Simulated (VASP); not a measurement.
Wanted: the native input for a VASP 6.6.1 run.

* Task: single point
* Functional: PBE
* Potentials or basis: VASP PAW PBE potentials, release 64 (Ga_d, As)
* Cutoff: 520 eV
* k mesh: 3 × 3 × 3
* Occupations: gaussian, width 0.05 eV
* Spin: no spin polarisation
* Dipole correction: no
* Further INCAR settings: LREAL = Auto; ALGO = Normal; EDIFF = 1e-07; NBANDS = 166

The structure of GaAs lies in POSCAR:

```
GaAs
1.0
   -5.7459815093     -5.7459815093      5.7459815093
    5.7459815093      5.7459815093      5.7459815093
   -5.7459815093      5.7459815093     -5.7459815093
Ga As
16 16
Direct
    0.2500000000      0.5000000000      0.2500000000
    0.5000000000      0.5000000000      0.0000000000
    0.2500000000      0.7500000000      0.0000000000
    0.7500000000      0.5000000000      0.7500000000
    0.5000000000      0.7500000000      0.7500000000
    0.2500000000      0.0000000000      0.7500000000
    0.0000000000      0.5000000000      0.5000000000
    0.7500000000      0.7500000000      0.5000000000
    0.5000000000      0.0000000000      0.5000000000
    0.2500000000      0.2500000000      0.5000000000
    0.0000000000      0.7500000000      0.2500000000
    0.7500000000      0.0000000000      0.2500000000
    0.5000000000      0.2500000000      0.2500000000
    0.0000000000      0.0000000000      0.0000000000
    0.7500000000      0.2500000000      0.0000000000
    0.0000000000      0.2500000000      0.7500000000
    0.0000000000      0.2500000000      0.0000000000
    0.2500000000      0.2500000000      0.7500000000
    0.0000000000      0.5000000000      0.7500000000
    0.5000000000      0.2500000000      0.5000000000
    0.2500000000      0.5000000000      0.5000000000
    0.0000000000      0.7500000000      0.5000000000
    0.7500000000      0.2500000000      0.2500000000
    0.5000000000      0.5000000000      0.2500000000
    0.2500000000      0.7500000000      0.2500000000
    0.0000000000      0.0000000000      0.2500000000
    0.7500000000      0.5000000000      0.0000000000
    0.5000000000      0.7500000000      0.0000000000
    0.2500000000      0.0000000000      0.0000000000
    0.7500000000      0.7500000000      0.7500000000
    0.5000000000      0.0000000000      0.7500000000
    0.7500000000      0.0000000000      0.5000000000
```

One way to write it, as run:

INCAR

```
PREC = Accurate
ENCUT = 520
EDIFF = 1E-7
ISMEAR = 0
SIGMA = 0.05
LREAL = Auto
LASPH = True
NELM = 80
ALGO = Normal
ISIF = 2
LWAVE = False
LCHARG = True
GGA = PE
LELF = True
LVHAR = True
NBANDS = 166
```

KPOINTS

```
Automatic mesh
0
Gamma
  3 3 3
```

Potentials or basis: VASP PAW PBE potentials, release 64 (Ga_d, As).

Run with:

```bash
$ cat potpaw_PBE.64/Ga_d/POTCAR potpaw_PBE.64/As/POTCAR > POTCAR
$ mpirun -np 1 vasp_std > vasp.out
```

Results of the run:

```json
{"Pressure": "0.2 GPa", "Band gap on the k mesh": "0.16 eV"}
```

It took 22 min on 1 thread of Intel(R) Xeon(R) Platinum 8488C (Sapphire Rapids) (shared host), peak memory 1.1 GiB.
